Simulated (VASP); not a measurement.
# Mg2C3 (C2/m) in VASP: a series of runs, part 2 of 2

VASP 6.6.1. Earlier steps stand in the parts before.

### Step 4. Single point, PBEsol

This run uses another cell than the first one, of 10.12 Å³/atom.

Contents of INCAR:

```
  PREC = Accurate
  ENCUT = 520
  EDIFF = 1E-6
  ISMEAR = 0
  SIGMA = 0.02
  LREAL = False
  LASPH = True
  NELM = 100
  ALGO = Normal
  ISIF = 2
  LWAVE = False
  LCHARG = False
  GGA = PS
  NBANDS = 16
```

Contents of KPOINTS:

```
Automatic mesh
0
Gamma
  8 8 6
```

Contents of POSCAR:

```
Mg2C3
1.0
    2.3526763539     -2.2724048534      0.0178925740
    2.3526763539      2.2724048534      0.0178925740
   -1.1591324596      0.0000000000      4.7254451843
Mg C
2 3
Direct
    0.8086356933      0.8086356933      0.2020874496
    0.1913643067      0.1913643067      0.7979125504
    0.2971030697      0.2971030697      0.2618424092
    0.7028969303      0.7028969303      0.7381575908
    0.5000000000      0.5000000000      0.5000000000
```

Potentials or basis: VASP PAW PBE potentials, release 64 (Mg, C).

Launch:

```console
> cat potpaw_PBE.64/Mg/POTCAR potpaw_PBE.64/C/POTCAR > POTCAR
> mpirun -np 1 vasp_std > vasp.out
```

OUTCAR:

```text
PREC = Accurate
   ENCUT = 520
   EDIFF = 1E-6
   ISMEAR = 0
   LREAL = False
   LASPH = True
   NELM = 100
   ISIF = 2
   GGA = PS

 ion  position               nearest neighbor table
   1  0.809  0.809  0.202-   4 2.20   3 2.25   5 2.28   3 2.29   3 2.29   3 2.49   5 2.73   5 2.73
                             4 2.77   2 2.96   2 2.97   2 2.97   2 3.04   2 3.11
   2  0.191  0.191  0.798-   3 2.20   4 2.25   5 2.28   4 2.29   4 2.29   4 2.49   5 2.73   5 2.73
                             3 2.77   1 2.96   1 2.97   1 2.97   1 3.04   1 3.11
   3  0.297  0.297  0.262-   5 1.32   2 2.20   1 2.25   1 2.29   1 2.29   1 2.49   2 2.77
   4  0.703  0.703  0.738-   5 1.32   1 2.20   2 2.25   2 2.29   2 2.29   2 2.49   1 2.77
   5  0.500  0.500  0.500-   3 1.32   4 1.32   1 2.28   2 2.28   2 2.73   2 2.73   1 2.73   1 2.73

  LATTYP: Found a base centered monoclinic cell.
 ALAT       =     4.7054887824
 B/A-ratio  =     0.9658528406
 C/A-ratio  =     1.0340124346
 COS(beta)  =    -0.2308404471

  Lattice vectors:

 A1 = (   2.3526763539,  -2.2724048534,   0.0178925740)
 A2 = (   2.3526763539,   2.2724048534,   0.0178925740)
 A3 = (  -1.1591324596,   0.0000000000,   4.7254451843)

Analysis of symmetry for initial positions (statically):
=====================================================================
 Subroutine PRICEL returns:
 Original cell was already a primitive cell.

 Routine SETGRP: Setting up the symmetry group for a
 base centered monoclinic supercell.

 Subroutine GETGRP returns: Found  4 space group operations
 (whereof  4 operations were pure point group operations)
 out of a pool of  4 trial point group operations.

The static configuration has the point symmetry C_2h.

Analysis of symmetry for dynamics (positions and initial velocities):
=====================================================================
 Subroutine PRICEL returns:
 Original cell was already a primitive cell.

 Routine SETGRP: Setting up the symmetry group for a
 base centered monoclinic supercell.

 Subroutine GETGRP returns: Found  4 space group operations
 (whereof  4 operations were pure point group operations)
 out of a pool of  4 trial point group operations.

The dynamic configuration has the point symmetry C_2h.

 Subroutine INISYM returns: Found  4 space group operations
 (whereof  4 operations are pure point group operations),
 and found     1 'primitive' translations

----------------------------------------------------------------------------------------

                                     Primitive cell

  volume of cell :      50.6209

  direct lattice vectors                    reciprocal lattice vectors
     2.352676354 -2.272404853  0.017892574     0.212128189 -0.220031215  0.052034181
     2.352676354  2.272404853  0.017892574     0.212128189  0.220031215  0.052034181
    -1.159132460  0.000000000  4.725445184    -0.001606418  0.000000000  0.211226225

  length of vectors
     3.270967745  3.270967745  4.865533912     0.310031708  0.310031708  0.211232334

  position of ions in fractional coordinates (direct lattice)
     0.808635693  0.808635693  0.202087450
     0.191364307  0.191364307  0.797912550
     0.297103070  0.297103070  0.261842409
     0.702896930  0.702896930  0.738157591
     0.500000000  0.500000000  0.500000000

  ion indices of the primitive-cell ions
   primitive index   ion index
[... 29 lines left out ...]

 Found    114 irreducible k-points:

 Following reciprocal coordinates:
            Coordinates               Weight
  0.000000  0.000000  0.000000      1.000000
  0.125000 -0.000000  0.000000      4.000000
  0.250000 -0.000000  0.000000      4.000000
  0.375000  0.000000  0.000000      4.000000
  0.500000 -0.000000  0.000000      2.000000
  0.125000  0.125000  0.000000      2.000000
[... 16 lines left out ...]
  0.125000 -0.000000  0.166667      4.000000
  0.250000 -0.000000  0.166667      4.000000
 [... further k-points ...]
   k-points           NKPTS =    114   k-points in BZ     NKDIM =    114   number of bands    NBANDS=     16
   number of dos      NEDOS =    301   number of ions     NIONS =      5
   total plane-waves  NPLWV =  20736
   dimension x,y,z NGX =    24 NGY =   24 NGZ =   36
   dimension x,y,z NGXF=    48 NGYF=   48 NGZF=   72
   ions per type =               2   3
   NGX,Y,Z   is equivalent  to a cutoff of  12.20, 12.20, 12.30 a.u.
   NGXF,Y,Z  is equivalent  to a cutoff of  24.40, 24.40, 24.60 a.u.
 SYSTEM =  unknown system
   PREC   = accura    normal or accurate (medium, high low for compatibility)
   ISTART =      0    job   : 0-new  1-cont  2-samecut
   ICHARG =      2    charge: 1-file 2-atom 10-const
   ISPIN  =      1    spin polarized calculation?
   LNONCOLLINEAR =      F non collinear calculations
   LSORBIT =      F    spin-orbit coupling
   LASPH  =      T    aspherical Exc in radial PAW
   ENCUT  =  520.0 eV  38.22 Ry    6.18 a.u.   6.08  6.08  9.05*2*pi/ulx,y,z
   NELM   =    100;   NELMIN=  2; NELMDL= -5     # of ELM steps
   EDIFF  = 0.1E-05   stopping-criterion for ELM
   LREAL  =      F    real-space projection
   EDIFFG = 0.1E-04   stopping-criterion for IOM
   NSW    =      0    number of steps for IOM
   IBRION =     -1    ionic relax: 0-MD 1-quasi-New 2-CG
   NFREE  =      0    steps in history (QN), initial steepest desc. (CG)
   ISIF   =      2    stress and relaxation
   ISYM   =      2    0-nonsym 1-usesym 2-fastsym
   POTIM  = 0.5000    time-step for ionic-motion
   TEBEG  =    0.0;   TEEND  =   0.0 temperature during run
   PSTRESS=    0.0 pullay stress
   NELECT =      16.0000    total number of electrons
   NUPDOWN=      -1.0000    fix difference up-down
   EMIN   =  10.00;   EMAX   =-10.00  energy-range for DOS
   EFERMI =   0.00;   METHOD = LEGACY
   ISMEAR =     0;   SIGMA  =   0.02  broadening in eV -4-tet -1-fermi 0-gaus
   EFERMI_NEDOS =   21; number of points for ismear=-14 and -15
   IALGO  =     38    algorithm
   IMIX   =      4    mixing-type and parameters
     AMIX     =   0.40;   BMIX     =  1.00
     AMIX_MAG =   1.60;   BMIX_MAG =  1.00
  volume/ion in A,a.u.               =      10.12        68.32
  Fermi-wavevector in a.u.,A,eV,Ry     =   1.115162  2.107351 16.920033  1.243587
  Thomas-Fermi vector in A             =   2.251764
   LORBIT       =      0    0 simple, 1 ext, 2 COOP (PROOUT), +10 PAW based schemes
   GGA     = PS    functional components
   LHFCALC =     F    Hartree Fock is set to
   AEXX    =    0.0000 exact exchange contribution
   IVDW    =     0    specifies the selected vdW correction
   LEPSILON=     F    determine dielectric tensor
   LRPA    =     F    only Hartree local field effects (RPA)
 non-spin polarized calculation
 Gauss-broadening in eV      SIGMA  =   0.02
  energy-cutoff  :      520.00
  volume of cell :       50.62
 maximum number of plane-waves:      1382
   NGX = 13   NGY = 13   NGZ = 19

 number of electron      16.0000000 magnetization

 Free energy of the ion-electron system (eV)
  ---------------------------------------------------
  ext. energy  EPLUGINS =         0.00000000
  ---------------------------------------------------
  free energy    TOTEN  =       -31.26768787 eV

  energy without entropy =      -31.26768787  energy(sigma->0) =      -31.26768787

 E-fermi :   5.1320     XC(G=0): -10.8820

 val. band max:        5.0286609106   @ k =   0.1250   0.1250   0.3333
 cond. band min:       6.7879945708   @ k =   0.5000   0.5000   0.0000
 fundamental gap:      1.7593336602
 Fermi energy:         5.1320257464

 k-point     1 :       0.0000    0.0000    0.0000
  band No.  band energies     occupation
      1     -11.2531      2.00000
      2      -7.1241      2.00000
      3      -2.5542      2.00000
      4       0.8800      2.00000
      5       1.6984      2.00000
      6       2.1682      2.00000
[... 433 lines left out ...]
      3      -1.4720      2.00000
      4      -0.9258      2.00000
      5       0.8475      2.00000
      6       1.6525      2.00000
[... 8 lines left out ...]
     15      15.0826      0.00000
     16      15.7741      0.00000

 [... further k-points ...]
[... 5 lines left out ...]
  --------------------------------------------------------------------------------------
  -------------------------------------------------------------------------------------
  Total        2.5319774      2.4873043      2.6390895      0.0000000      0.0000000      0.1097612
  in kB       80.1383435     78.7244177     83.5284931      0.0000000      0.0000000      3.4739954
  external PRESSURE =      80.7970848 kB  Pullay stress =       0.0000000 kB

 VOLUME and BASIS-vectors are now :
 -----------------------------------------------------------------------------
  energy-cutoff  :      520.00
  volume of cell :       50.62
      direct lattice vectors                 reciprocal lattice vectors
     2.352676354 -2.272404853  0.017892574     0.212128189 -0.220031215  0.052034181
     2.352676354  2.272404853  0.017892574     0.212128189  0.220031215  0.052034181
    -1.159132460  0.000000000  4.725445184    -0.001606418  0.000000000  0.211226225

 POSITION                                       TOTAL-FORCE (eV/Angst)
 -----------------------------------------------------------------------------------
      3.57067      0.00000      0.98389         0.001274      0.000000     -0.004501
     -0.02445      0.00000      3.77734        -0.001274      0.000000      0.004501
      1.09446      0.00000      1.24795        -0.034219      0.000000     -0.055428
      2.45176      0.00000      3.51328         0.034219      0.000000      0.055428
      1.77311      0.00000      2.38062        -0.000000      0.000000      0.000000
 -----------------------------------------------------------------------------------
    total drift:                                0.000000      0.000000     -0.000000

  FREE ENERGIE OF THE ION-ELECTRON SYSTEM (eV)
  ---------------------------------------------------
  free  energy   TOTEN  =       -31.2676878677 eV

  energy  without entropy=      -31.2676878677  energy(sigma->0) =      -31.26768787
```

OSZICAR:

```text
N       E                     dE             d eps       ncg     rms          rms(c)
DAV:   1     0.357374737794E+02    0.35737E+02   -0.68940E+03  3648   0.872E+02
DAV:   2    -0.315565161932E+02   -0.67294E+02   -0.61370E+02  5000   0.164E+02
DAV:   3    -0.351543899074E+02   -0.35979E+01   -0.35801E+01  4808   0.378E+01
DAV:   4    -0.351821305585E+02   -0.27741E-01   -0.27736E-01  4552   0.399E+00
DAV:   5    -0.351823860413E+02   -0.25548E-03   -0.25548E-03  4736   0.369E-01    0.952E+00
DAV:   6    -0.315803674357E+02    0.36020E+01   -0.52701E+00  4608   0.137E+01    0.413E+00
DAV:   7    -0.312896517206E+02    0.29072E+00   -0.12318E+00  5192   0.695E+00    0.213E+00
DAV:   8    -0.312696954360E+02    0.19956E-01   -0.48182E-02  4216   0.145E+00    0.468E-01
DAV:   9    -0.312677905345E+02    0.19049E-02   -0.33752E-03  5016   0.440E-01    0.123E-01
DAV:  10    -0.312676981005E+02    0.92434E-04   -0.47336E-04  4584   0.137E-01    0.450E-02
DAV:  11    -0.312676903719E+02    0.77286E-05   -0.54193E-05  4752   0.527E-02    0.148E-02
DAV:  12    -0.312676877805E+02    0.25914E-05   -0.79286E-06  4880   0.178E-02    0.316E-03
DAV:  13    -0.312676878677E+02   -0.87287E-07   -0.55845E-07  2496   0.530E-03
   1 F= -.31267688E+02 E0= -.31267688E+02  d E =-.149342E-15
```

stdout:

```text
POSCAR found type information on POSCAR MgC
 POSCAR found :  2 types and       5 ions
 scaLAPACK will be used
 -----------------------------------------------------------------------------
|                                                                             |
|                                                                             |
|     You enforced a specific xc type in the INCAR file but a different       |
|     I HOPE YOU KNOW WHAT YOU ARE DOING!                                     |
|                                                                             |
 -----------------------------------------------------------------------------

 LDA part: xc-table for (Slater+PW92), standard interpolation
 POSCAR, INCAR and KPOINTS ok, starting setup
 FFT: planning ... GRIDC
 FFT: planning ... GRID_SOFT
 FFT: planning ... GRID
 WAVECAR not read
 entering main loop
```

Wall time 80 s (1 thread of Intel Xeon 8259CL, shared host); peak memory 0.21 GiB.

Results:

| Quantity | Value |
| --- | --- |
| Free energy | -31.2677 eV |
| Pressure | 8.1 GPa |
| Largest force | 0.065 eV/Å |
| Band gap on the k mesh | 1.76 eV (least direct gap 2.58 eV) |

Forces in eV/Å, atoms in the order of the input:
```
Mg   0.001  0.000 -0.005
Mg  -0.001  0.000  0.005
C   -0.034  0.000 -0.055
C    0.034  0.000  0.055
C    0.000  0.000  0.000
```

Levels at points of the mesh, in eV from the valence-band top:
```csv
k point,band 6,band 7,band 8,band 9,band 10,band 11
"(0.00, 0.00, 0.00)",-2.86,-1.55,-0.74,3.74,4.06,4.08
"(0.50, 0.00, 0.00)",-3.24,-3.13,-0.16,2.92,4.89,6.79
"(0.50, 0.50, 0.00)",-3.73,-2.40,-1.20,1.76,2.29,3.33
"(0.00, 0.00, 0.50)",-3.52,-0.97,-0.01,3.18,3.41,4.81
"(0.50, 0.00, 0.50)",-3.07,-1.23,-0.25,2.32,3.86,6.22
"(0.50, 0.50, 0.50)",-3.94,-3.07,-2.15,2.20,3.95,5.75
```

Caveat: the cell stands under pressure; the PAW data sets were made with another functional, which shifts forces and pressure a little.

### Step 5. Summary

```csv
task,cell,cutoff (eV),gap on the mesh (eV),pressure (GPa),largest force (eV/Å)
relaxation of cell and atoms,"relaxed from a = 3.370, b = 3.370, c = 4.987 Å, angles 100.2, 100.2, 88.4°, 5 atoms, atomic positions A",600,1.70,0.0,-
single point,"a = 3.222, b = 3.222, c = 4.789 Å, angles 99.3, 99.3, 87.8°, 5 atoms, atomic positions B",520,1.77,15.1,0.06
single point,"a = 3.271, b = 3.271, c = 4.866 Å, angles 99.6, 99.6, 88.0°, 5 atoms, atomic positions C",520,1.76,8.1,0.07
```

Alike in all rows: level PBEsol; potentials or basis VASP PAW PBE potentials, release 64 (Mg, C); no spin polarisation; k mesh 8 × 8 × 6; smearing gaussian 0.02 eV.

Caveats: the PAW data sets were made with another functional, which shifts forces and pressure a little; the cell stands under pressure (at least some runs).

Absolute energies hang on the potentials; compare differences alone.
